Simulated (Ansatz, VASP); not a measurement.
# Si in VASP and in Ansatz

```
Si
1.0
     0.00000    2.68966    2.68966
     2.68966    0.00000    2.68966
     2.68966    2.68966    0.00000
Si
2
Cartesian
  0.0000 0.0000 0.0000
  1.3448 1.3448 1.3448
```

Alike in both runs: task single point; functional PBEsol; k mesh 10 × 10 × 10; no spin polarisation.

```csv
,VASP,Ansatz
version,VASP 6.6.1,Ansatz 0.2.0
potentials or method,"VASP PAW PBE potentials, release 64 (Si), cutoff 500 eV","scalar-relativistic, plane waves, PAW"
occupations,"gaussian, width 0.01 eV",fixed
valence electrons in the cell,8,8
```

Ansatz gave:

| Property | Result |
| --- | --- |
| gap on the k mesh at the Fermi level (eV) | 0.42 |
| least direct gap on the mesh (eV) | 2.53 |
| pressure (GPa) | 3.0 |

Estimate VASP's values.

gap on the k mesh at the Fermi level (eV): 0.42; least direct gap on the mesh (eV): 2.53; pressure (GPa): 3.1.

VASP's potentials were made for PBE, not for PBEsol.
